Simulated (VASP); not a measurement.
Input of a VASP 6.6.1 run:

File INCAR:

```
ALGO = Normal ; EDIFF = 1E-6
ENCUT = 500 ; GGA = PE
GGA_COMPAT = F ; ISIF = 2
ISMEAR = -1 ; LASPH = T
LCHARG = T ; LELF = T
LREAL = F ; LVHAR = T
LWAVE = F ; NBANDS = 14
NELM = 120 ; PREC = Accurate
SIGMA = 0.05
```

Contents of KPOINTS:

```
k-points
0
Gamma
  9 9 9
```

Contents of POSCAR:

```
Rh
1.0
    2.6767966282      0.0000000000      0.0000000000
    1.3383983141      2.3181738808      0.0000000000
    1.3383983141      0.7727246269      2.1855952948
Rh
1
Direct
    0.0000000000      0.0000000000      0.0000000000
```

Potentials or basis: VASP PAW PBE potentials, release 64 (Rh_pv).

Command:

```sh
$ cat potpaw_PBE.64/Rh_pv/POTCAR > POTCAR
$ mpirun -np 1 vasp_std > vasp.out
```

Predict the pressure.

10.1 GPa.
